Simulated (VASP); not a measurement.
# C (P4/mmm) in VASP: a series of runs, part 2 of 2

VASP 6.6.1. The steps go on from the part before.

**4. Single point, PBE, collinear spin**

This run uses another cell than the first one, of 8.24 Å³/atom.

INCAR

```
SYSTEM = C
PREC = Accurate
ENCUT = 520
EDIFF = 1E-7
ISMEAR = 0
SIGMA = 0.1
LREAL = .FALSE.
LASPH = .TRUE.
NELM = 150
ALGO = Normal
ISIF = 2
LWAVE = .FALSE.
LCHARG = .TRUE.
ISPIN = 2
MAGMOM = 1 1
LORBIT = 11
GGA = PE
LELF = .TRUE.
LVHAR = .TRUE.
NBANDS = 15
```

KPOINTS

```
Automatic mesh
0
G
  10 10 4
  0 0 0
```

POSCAR

```
C
1.0
    1.7906299464      0.0000000000      0.0000000000
    0.0000000000      1.7906299464      0.0000000000
    0.0000000000      0.0000000000      5.1410113872
C
2
Direct
    0.0000000000      0.0000000000      0.8540510189
    0.0000000000      0.0000000000      0.1459489811
```

Potentials or basis: VASP PAW PBE potentials, release 64 (C).

On the command line:

```sh
$ cat potpaw_PBE.64/C/POTCAR > POTCAR
$ mpirun -np 1 vasp_std > vasp.out
```

OUTCAR:

```text
SYSTEM = C
   PREC = Accurate
   ENCUT = 520
   EDIFF = 1E-7
   ISMEAR = 0
   LREAL = .FALSE.
   LASPH = .TRUE.
   NELM = 150
   ISIF = 2
   ISPIN = 2
   LORBIT = 11
   GGA = PE

 ion  position               nearest neighbor table
   1  0.000  0.000  0.854-   2 1.50
   2  0.000  0.000  0.146-   1 1.50

  LATTYP: Found a simple tetragonal cell.
 ALAT       =     1.7906299464
 C/A-ratio  =     2.8710630008

  Lattice vectors:

 A1 = (   1.7906299464,   0.0000000000,   0.0000000000)
 A2 = (   0.0000000000,   1.7906299464,   0.0000000000)
 A3 = (   0.0000000000,   0.0000000000,   5.1410113872)
[... 1079 lines left out ...]
  external PRESSURE =       4.5621724 kB  Pullay stress =       0.0000000 kB

 VOLUME and BASIS-vectors are now :
 -----------------------------------------------------------------------------
  energy-cutoff  :      520.00
  volume of cell :       16.48
      direct lattice vectors                 reciprocal lattice vectors
     1.790629946  0.000000000  0.000000000     0.558462681  0.000000000  0.000000000
     0.000000000  1.790629946  0.000000000     0.000000000  0.558462681  0.000000000
     0.000000000  0.000000000  5.141011387     0.000000000  0.000000000  0.194514255

 POSITION                                       TOTAL-FORCE (eV/Angst)
 -----------------------------------------------------------------------------------
      0.00000      0.00000      4.39069        -0.000000      0.000000     -0.077073
      0.00000      0.00000      0.75033         0.000000      0.000000      0.077073
 -----------------------------------------------------------------------------------
    total drift:                                0.000000     -0.000000     -0.000000

  FREE ENERGIE OF THE ION-ELECTRON SYSTEM (eV)
  ---------------------------------------------------
  free  energy   TOTEN  =       -13.2861687799 eV

  energy  without entropy=      -13.2815092338  energy(sigma->0) =      -13.28383901

 total charge

# of ion       s       p       d       tot
------------------------------------------
    1        0.892   1.450   0.000   2.342
    2        0.892   1.450   0.000   2.342
--------------------------------------------------
tot          1.784   2.899   0.000   4.683

 magnetization (x)

# of ion       s       p       d       tot
------------------------------------------
    1       -0.000  -0.000   0.000  -0.000
    2       -0.000  -0.000   0.000  -0.000
--------------------------------------------------
tot         -0.000  -0.000   0.000  -0.000
```

OSZICAR:

```text
N       E                     dE             d eps       ncg     rms          rms(c)
DAV:   1     0.650877790759E+01    0.65088E+01   -0.38314E+03  3842   0.482E+02
DAV:   2    -0.125015871355E+02   -0.19010E+02   -0.18274E+02  5015   0.102E+02
DAV:   3    -0.128924942541E+02   -0.39091E+00   -0.38924E+00  4522   0.106E+01
DAV:   4    -0.128934882252E+02   -0.99397E-03   -0.99395E-03  4781   0.675E-01
DAV:   5    -0.128934913099E+02   -0.30847E-05   -0.30848E-05  4606   0.333E-02    0.599E+00
DAV:   6    -0.132633879473E+02   -0.36990E+00   -0.26030E-01  4326   0.246E+00    0.258E+00
DAV:   7    -0.132793319914E+02   -0.15944E-01   -0.10648E-01  4333   0.189E+00    0.106E+00
DAV:   8    -0.132821252183E+02   -0.27932E-02   -0.23352E-02  4186   0.109E+00    0.537E-01
DAV:   9    -0.132857246185E+02   -0.35994E-02   -0.27778E-03  4417   0.390E-01    0.182E-01
DAV:  10    -0.132860472826E+02   -0.32266E-03   -0.20609E-04  4417   0.972E-02    0.595E-02
DAV:  11    -0.132861355235E+02   -0.88241E-04   -0.10243E-04  4200   0.668E-02    0.199E-02
DAV:  12    -0.132861619634E+02   -0.26440E-04   -0.17002E-05  4459   0.300E-02    0.101E-02
DAV:  13    -0.132861669773E+02   -0.50139E-05   -0.20930E-06  4305   0.103E-02    0.531E-03
DAV:  14    -0.132861686265E+02   -0.16492E-05   -0.87949E-07  4284   0.619E-03    0.194E-03
DAV:  15    -0.132861687708E+02   -0.14431E-06   -0.71069E-08  4524   0.180E-03    0.569E-04
DAV:  16    -0.132861687799E+02   -0.90934E-08   -0.58621E-09  3498   0.523E-04
   1 F= -.13286169E+02 E0= -.13283839E+02  d E =-.465955E-02  mag=    -0.0000
```

It took 28 s on 1 thread of Intel Xeon Platinum 8488C (Sapphire Rapids), shared host; peak memory 0.14 GiB.

What came out:

- Free energy: -13.2862 eV
- Pressure: 0.5 GPa
- Largest force: 0.077 eV/Å
- Band gap on the k mesh: zero (filled and empty bands overlap)
- Net moment: 0.00 μB per cell
- Valence electrons inside the program's atomic spheres: C 2.34

Forces on the atoms (eV/Å):
```
C    0.000  0.000 -0.077
C    0.000  0.000  0.077
```

Stress tensor (GPa, compression positive):
```
0.03 0.00 0.00
0.00 0.03 0.00
0.00 0.00 1.31
```

Caveat: this functional lacks dispersion, which binds the layers, so the pressure and a relaxed spacing across them are unreliable.

**5. Overview**

| task | spin | cell | k mesh | cutoff (eV) | gap on the mesh (eV) | pressure (GPa) | moment (μB) | largest force (eV/Å) |
| --- | --- | --- | --- | --- | --- | --- | --- | --- |
| relaxation of cell and atoms | off | relaxed from a = 1.728, b = 1.728, c = 3.736 Å, 2 atoms, atomic positions A | 10 × 10 × 6 | 600 | none | -0.4 | - | 0.01 |
| single point | collinear | a = 1.728, b = 1.728, c = 3.736 Å, 2 atoms, atomic positions A | 10 × 10 × 6 | 520 | none | 63.4 | 0.00 | 4.24 |
| single point | collinear | a = 1.791, b = 1.791, c = 5.141 Å, 2 atoms, atomic positions B | 10 × 10 × 4 | 520 | none | 0.5 | 0.00 | 0.08 |

Alike in all rows: level PBE; potentials or basis VASP PAW PBE potentials, release 64 (C); smearing gaussian 0.1 eV.

Caveats: some runs use coarse meshes; the volume moved by over 15 % at a fixed basis, so the end points are rough (at least some runs); forces of over 1 eV/Å act on the atoms, so gaps and moduli don't describe the material at rest (at least some runs); this functional lacks dispersion, which binds the layers, so the pressure and a relaxed spacing across them are unreliable (at least some runs).

Total energies depend on the potentials used, so only differences within one code and one set of settings carry meaning.
